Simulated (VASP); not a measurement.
# AgBr2 (R-3m) in VASP: single point with r2SCAN

Aim: the single point of AgBr2 with r2SCAN.

Program: VASP 6.6.1. These are calculated values, not measurements. Logs are shortened: lines on timing, memory, paths and dates and some standing lists are left out, and cuts for length are marked.

### 1 The cell of the first run

It takes space group R-3m (No. 166, trigonal). The conventional cell has a = 3.974 Å, b = 3.974 Å, c = 18.988 Å, α = 90.00°, β = 90.00°, γ = 120.00°. Within 3.7 Å of Ag (site symmetry -3m) lie 6 Br at 2.79 Å. Within 3.7 Å of Br (site symmetry 3m) lie 3 Ag at 2.79 Å.

### 2 Single point, r2SCAN

POSCAR reads:

```
AgBr2
1.0
    3.9739350000      0.0000000000      0.0000000000
   -1.9869670000      3.4415290000      0.0000000000
    0.0000000000     -2.2943490000      6.3292310000
Ag Br
1 2
Direct
    0.0000000000      0.0000000000      0.0000000000
    0.2500000000      0.5000000000      0.7500000000
    0.7500000000      0.5000000000      0.2500000000
```

INCAR.step1 reads:

```
SYSTEM = AgBr2
  ALGO = Normal
  EDIFF = 1E-4
  ENCUT = 520
  GGA = PE
  ISMEAR = -1
  LASPH = .True.
  LCHARG = .False.
  LREAL = .False.
  LWAVE = .True.
  NBANDS = 20
  NELM = 100
  PREC = Accurate
  SIGMA = 0.1
```

INCAR.step2 reads:

```
SYSTEM = AgBr2
  ALGO = Normal
  EDIFF = 1E-7
  ENCUT = 520
  ISIF = 2
  ISMEAR = -1
  ISTART = 1
  LASPH = .True.
  LCHARG = .True.
  LELF = .True.
  LMIXTAU = .True.
  LREAL = .False.
  LVHAR = .True.
  LWAVE = .False.
  METAGGA = R2SCAN
  NBANDS = 20
  NELM = 100
  PREC = Accurate
  SIGMA = 0.1
```

KPOINTS reads:

```
k-points
0
Gamma
  10 10 10
  0 0 0
```

Potentials or basis: VASP PAW PBE potentials, release 64 (Ag, Br).

Started as:

```console
$ cat potpaw_PBE.64/Ag/POTCAR potpaw_PBE.64/Br/POTCAR > POTCAR
$ cp INCAR.step1 INCAR
$ mpirun -np 1 vasp_std > vasp.out
$ cp INCAR.step2 INCAR
$ mpirun -np 1 vasp_std > vasp.out
```

OUTCAR:

```text
SYSTEM = AgBr2
   EDIFF = 1E-7
   ENCUT = 520
   ISIF = 2
   ISMEAR = -1
   ISTART = 1
   LASPH = .True.
   LREAL = .False.
   METAGGA = R2SCAN
   NELM = 100
   PREC = Accurate

 ion  position               nearest neighbor table
   1  0.000  0.000  0.000-   2 2.79   3 2.79   2 2.79   3 2.79   3 2.79   2 2.79
   2  0.250  0.500  0.750-   1 2.79   1 2.79   1 2.79
   3  0.750  0.500  0.250-   1 2.79   1 2.79   1 2.79

  LATTYP: Found a trigonal (rhomboedric) cell.
 ALAT       =     6.7322509152
 COS(alpha) =     0.8257828413

  Lattice vectors:

 A1 = (   0.0000000000,  -2.2943490000,   6.3292310000)
 A2 = (   1.9869680000,   1.1471800000,   6.3292310000)
 A3 = (  -1.9869670000,   1.1471800000,   6.3292310000)

Analysis of symmetry for initial positions (statically):
=====================================================================
 Subroutine PRICEL returns:
 Original cell was already a primitive cell.

 Routine SETGRP: Setting up the symmetry group for a
 trigonal (rhombohedral) supercell.

 Subroutine GETGRP returns: Found 12 space group operations
 (whereof 12 operations were pure point group operations)
 out of a pool of 12 trial point group operations.

The static configuration has the point symmetry D_3d.

Analysis of symmetry for dynamics (positions and initial velocities):
=====================================================================
 Subroutine PRICEL returns:
 Original cell was already a primitive cell.

 Routine SETGRP: Setting up the symmetry group for a
 trigonal (rhombohedral) supercell.

 Subroutine GETGRP returns: Found 12 space group operations
 (whereof 12 operations were pure point group operations)
 out of a pool of 12 trial point group operations.

The dynamic configuration has the point symmetry D_3d.

 Subroutine INISYM returns: Found 12 space group operations
 (whereof 12 operations are pure point group operations),
 and found     1 'primitive' translations

----------------------------------------------------------------------------------------

                                     Primitive cell

  volume of cell :      86.5612

  direct lattice vectors                    reciprocal lattice vectors
     3.973935000  0.000000000  0.000000000     0.251639748  0.145284225  0.052665595
    -1.986967000  3.441529000  0.000000000     0.000000000  0.290568523  0.105331217
     0.000000000 -2.294349000  6.329231000     0.000000000  0.000000000  0.157997077

  length of vectors
     3.973935000  3.973935042  6.732250915     0.295302783  0.309070756  0.157997077

  position of ions in fractional coordinates (direct lattice)
     0.000000000  0.000000000  0.000000000
     0.250000000  0.500000000  0.750000000
     0.750000000  0.500000000  0.250000000

  ion indices of the primitive-cell ions
   primitive index   ion index
                 1           1
                 2           2
                 3           3

----------------------------------------------------------------------------------------

 KPOINTS: k-points

Automatic generation of k-mesh.
 Grid dimensions read from file:
 generate k-points for:   10   10   10

 Generating k-lattice:

  Cartesian coordinates                     Fractional coordinates (reciprocal lattice)
     0.025163975  0.014528423  0.005266560     0.100000000  0.000000000  0.000000000
     0.000000000  0.029056852  0.010533122     0.000000000  0.100000000  0.000000000
     0.000000000  0.000000000  0.015799708     0.000000000  0.000000000  0.100000000

  Length of vectors
     0.029530278  0.030907076  0.015799708

  Shift w.r.t. Gamma in fractional coordinates (k-lattice)
     0.000000000  0.000000000  0.000000000

 Subroutine IBZKPT returns following result:
 ===========================================

 Found    116 irreducible k-points:

 Following reciprocal coordinates:
            Coordinates               Weight
  0.000000  0.000000  0.000000      1.000000
  0.100000 -0.000000  0.000000      6.000000
  0.200000 -0.000000  0.000000      6.000000
  0.300000  0.000000 -0.000000      6.000000
  0.400000 -0.000000  0.000000      6.000000
  0.500000 -0.000000  0.000000      3.000000
[... 16 lines left out ...]
  0.000000  0.300000  0.000000      6.000000
  0.100000  0.300000  0.000000     12.000000
 [... further k-points ...]
   k-points           NKPTS =    116   k-points in BZ     NKDIM =    116   number of bands    NBANDS=     20
   number of dos      NEDOS =    301   number of ions     NIONS =      3
   total plane-waves  NPLWV =  45000
   dimension x,y,z NGX =    30 NGY =   30 NGZ =   50
   dimension x,y,z NGXF=    60 NGYF=   60 NGZF=  100
   ions per type =               1   2
   NGX,Y,Z   is equivalent  to a cutoff of  12.55, 12.55, 12.35 a.u.
   NGXF,Y,Z  is equivalent  to a cutoff of  25.10, 25.10, 24.69 a.u.
 SYSTEM =  AgBr2
   PREC   = accura    normal or accurate (medium, high low for compatibility)
   ISTART =      1    job   : 0-new  1-cont  2-samecut
   ICHARG =      0    charge: 1-file 2-atom 10-const
   ISPIN  =      1    spin polarized calculation?
   LNONCOLLINEAR =      F non collinear calculations
   LSORBIT =      F    spin-orbit coupling
   LASPH  =      T    aspherical Exc in radial PAW
   ENCUT  =  520.0 eV  38.22 Ry    6.18 a.u.   7.39  7.39 12.52*2*pi/ulx,y,z
   NELM   =    100;   NELMIN=  2; NELMDL=  0     # of ELM steps
   EDIFF  = 0.1E-06   stopping-criterion for ELM
   LREAL  =      F    real-space projection
   EDIFFG = 0.1E-05   stopping-criterion for IOM
   NSW    =      0    number of steps for IOM
   IBRION =     -1    ionic relax: 0-MD 1-quasi-New 2-CG
   NFREE  =      0    steps in history (QN), initial steepest desc. (CG)
   ISIF   =      2    stress and relaxation
   ISYM   =      2    0-nonsym 1-usesym 2-fastsym
   POTIM  = 0.5000    time-step for ionic-motion
   TEBEG  =    0.0;   TEEND  =   0.0 temperature during run
   PSTRESS=    0.0 pullay stress
   NELECT =      25.0000    total number of electrons
   NUPDOWN=      -1.0000    fix difference up-down
   EMIN   =  10.00;   EMAX   =-10.00  energy-range for DOS
   EFERMI =   0.00;   METHOD = LEGACY
   ISMEAR =    -1;   SIGMA  =   0.10  broadening in eV -4-tet -1-fermi 0-gaus
   EFERMI_NEDOS =   21; number of points for ismear=-14 and -15
   IALGO  =     38    algorithm
   IMIX   =      4    mixing-type and parameters
     AMIX     =   0.40;   BMIX     =  1.00
     AMIX_MAG =   1.60;   BMIX_MAG =  1.00
  volume/ion in A,a.u.               =      28.85       194.71
  Fermi-wavevector in a.u.,A,eV,Ry     =   1.082133  2.044934 15.932569  1.171011
  Thomas-Fermi vector in A             =   2.218166
   LORBIT       =      0    0 simple, 1 ext, 2 COOP (PROOUT), +10 PAW based schemes
   METAGGA = R2SCAN    functional components
   LHFCALC =     F    Hartree Fock is set to
   AEXX    =    0.0000 exact exchange contribution
   IVDW    =     0    specifies the selected vdW correction
   LEPSILON=     F    determine dielectric tensor
   LRPA    =     F    only Hartree local field effects (RPA)
 non-spin polarized calculation
  energy-cutoff  :      520.00
  volume of cell :       86.56
 maximum number of plane-waves:      2369
 NGX is ok and might be reduce to    30
   NGX = 15   NGY = 15   NGZ = 25

 number of electron      24.9999995 magnetization

 Free energy of the ion-electron system (eV)
  ---------------------------------------------------
  ext. energy  EPLUGINS =         0.00000000
  ---------------------------------------------------
  free energy    TOTEN  =       -48.71187417 eV

  energy without entropy =      -48.55445065  energy(sigma->0) =      -48.63316241

 E-fermi :   0.7769     XC(G=0):  -9.1795

 val. band max:        0.7765860387   @ k =   0.2000  -0.0000   0.2000
 cond. band min:       0.7784475638   @ k =   0.0000  -0.3000   0.1000
 fundamental gap:      0.0018615250
 Fermi energy:         0.7768582896

 k-point     1 :       0.0000    0.0000    0.0000
  band No.  band energies     occupation
      1     -14.0640      2.00000
      2     -13.5248      2.00000
      3      -3.5597      2.00000
      4      -3.1077      2.00000
      5      -3.1077      2.00000
      6      -2.1288      2.00000
[... 12 lines left out ...]
     19      12.3395      0.00000
     20      12.3395      0.00000

 k-point     2 :       0.1000   -0.0000    0.0000
  band No.  band energies     occupation
      1     -14.0247      2.00000
      2     -13.5177      2.00000
      3      -3.4727      2.00000
      4      -3.1120      2.00000
      5      -3.0855      2.00000
      6      -2.1781      2.00000
[... 12 lines left out ...]
     19      11.9023      0.00000
     20      12.4344      0.00000

 k-point     3 :       0.2000   -0.0000    0.0000
  band No.  band energies     occupation
      1     -13.9177      2.00000
      2     -13.5002      2.00000
      3      -3.2872      2.00000
      4      -3.0467      2.00000
      5      -3.0388      2.00000
      6      -2.3882      2.00000
[... 12 lines left out ...]
     19      11.5996      0.00000
     20      12.3230      0.00000

 k-point     4 :       0.3000    0.0000   -0.0000
  band No.  band energies     occupation
      1     -13.7739      2.00000
      2     -13.4841      2.00000
      3      -3.2038      2.00000
      4      -3.0150      2.00000
      5      -2.8489      2.00000
      6      -2.6762      2.00000
[... 12 lines left out ...]
     19      10.9626      0.00000
     20      11.7773      0.00000

 k-point     5 :       0.4000   -0.0000    0.0000
  band No.  band energies     occupation
      1     -13.6364      2.00000
      2     -13.4867      2.00000
      3      -3.2413      2.00000
      4      -3.0724      2.00000
      5      -3.0276      2.00000
      6      -2.3576      2.00000
[... 12 lines left out ...]
     19      11.0426      0.00000
     20      11.9352      0.00000
[... 353 lines left out ...]
      6      -2.5118      2.00000
[... 12 lines left out ...]
     19      10.9985      0.00000
     20      11.7793      0.00000

 k-point    22 :      -0.4000    0.2000   -0.0000
  band No.  band energies     occupation
      1     -13.7127      2.00000
      2     -13.4682      2.00000
      3      -3.1731      2.00000
      4      -2.9480      2.00000
      5      -2.7821      2.00000
      6      -2.5567      2.00000
[... 12 lines left out ...]
     19      11.2839      0.00000
     20      11.3022      0.00000

 k-point    23 :       0.0000    0.3000    0.0000
  band No.  band energies     occupation
      1     -13.7553      2.00000
      2     -13.5039      2.00000
      3      -3.1044      2.00000
      4      -2.9972      2.00000
      5      -2.9868      2.00000
      6      -2.6958      2.00000
[... 12 lines left out ...]
     19      10.9160      0.00000
     20      12.2953      0.00000

 k-point    24 :       0.1000    0.3000    0.0000
  band No.  band energies     occupation
      1     -13.6694      2.00000
      2     -13.4960      2.00000
      3      -3.2182      2.00000
      4      -3.0217      2.00000
      5      -2.9275      2.00000
      6      -2.5804      2.00000
[... 12 lines left out ...]
     19      11.1334      0.00000
     20      12.3644      0.00000

 [... further k-points ...]

------------------------ aborting loop because EDIFF is reached ----------------------------------------

  FORCE on cell =-STRESS in cart. coord.  units (eV):
  Direction    XX          YY          ZZ          XY          YZ          ZX
  --------------------------------------------------------------------------------------
  -------------------------------------------------------------------------------------
  Total       -0.8100465     -0.8100467     -0.9948037     -0.0000001     -0.0000006     -0.0000001
  in kB      -14.9933062    -14.9933091    -18.4130121     -0.0000022     -0.0000107     -0.0000010
  external PRESSURE =     -16.1332091 kB  Pullay stress =       0.0000000 kB

 VOLUME and BASIS-vectors are now :
 -----------------------------------------------------------------------------
  energy-cutoff  :      520.00
  volume of cell :       86.56
      direct lattice vectors                 reciprocal lattice vectors
     3.973935000  0.000000000  0.000000000     0.251639748  0.145284225  0.052665595
    -1.986967000  3.441529000  0.000000000     0.000000000  0.290568523  0.105331217
     0.000000000 -2.294349000  6.329231000     0.000000000  0.000000000  0.157997077

 POSITION                                       TOTAL-FORCE (eV/Angst)
 -----------------------------------------------------------------------------------
      0.00000      0.00000      0.00000        -0.000000      0.000000     -0.000000
      0.00000      0.00000      4.74692         0.000000      0.000000      0.186661
      1.98697      1.14718      1.58231        -0.000000     -0.000000     -0.186661
 -----------------------------------------------------------------------------------
    total drift:                               -0.000000      0.000000      0.000000

  FREE ENERGIE OF THE ION-ELECTRON SYSTEM (eV)
  ---------------------------------------------------
  free  energy   TOTEN  =       -48.7118741672 eV

  energy  without entropy=      -48.5544506460  energy(sigma->0) =      -48.63316241
```

It took 5.9 min on 1 thread of Intel Xeon 6975P-C (Granite Rapids), shared host; peak memory 0.34 GiB.

What came out:

```yaml
Free_energy: -48.7119 eV
Pressure: -1.6 GPa
Largest_force: 0.187 eV/Å
Band_gap_on_the_k_mesh: zero (an odd number of electrons rules out a gap without spin polarisation)
```

Forces in eV/Å, atoms in the order of the input:
```
Ag   0.000  0.000  0.000
Br   0.000  0.000  0.187
Br   0.000  0.000 -0.187
```

Stress tensor (GPa, compression positive):
```
-1.50  0.00  0.00
 0.00 -1.50  0.00
 0.00  0.00 -1.84
```

Caveat: the PAW data sets were made with another functional, which shifts forces and pressure a little; an odd number of electrons without spin polarisation forces a metal; a magnetic or distorted state may lie lower.
